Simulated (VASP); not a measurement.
A run of VASP 6.6.1 is set up as follows.

The input INCAR:

```
PREC = Accurate
ENCUT = 520
EDIFF = 1E-6
ISMEAR = -1
SIGMA = 0.01
LREAL = False
LASPH = True
NELM = 80
ALGO = Normal
ISIF = 2
LWAVE = False
LCHARG = True
GGA = PE
LELF = True
LVHAR = True
NBANDS = 18
```

Contents of KPOINTS:

```
regular mesh
0
Gamma
  9 9 9
```

POSCAR

```
HfO2
1.0
    0.0000000000      2.5575000000      2.4807750000
    2.5575000000      0.0000000000      2.4807750000
    2.5575000000      2.5575000000      0.0000000000
Hf O
1 2
Direct
    0.0000000000      0.0000000000      0.0000000000
    0.2500000000      0.2500000000      0.2500000000
    0.7500000000      0.7500000000      0.7500000000
```

Potentials or basis: VASP PAW PBE potentials, release 64 (Hf_pv, O).

Command:

```bash
$ cat potpaw_PBE.64/Hf_pv/POTCAR potpaw_PBE.64/O/POTCAR > POTCAR
$ mpirun -np 1 vasp_std > vasp.out
```

Problem. Predict the pressure.

Solution. 1.4 GPa.

Problem. Estimate the band gap on the k mesh.

Solution. 3.55 eV, indirect (least direct gap 3.79 eV).

Stress tensor (GPa, compression positive):
```
-3.35  0.00  0.00
 0.00 -3.35  0.00
 0.00  0.00 10.96
```

Caveat: the cell differs from its parent crystal (zz strain of -3 %); spin-orbit coupling is left out, which moves the levels of the heavy elements. A k mesh can miss the band edges.
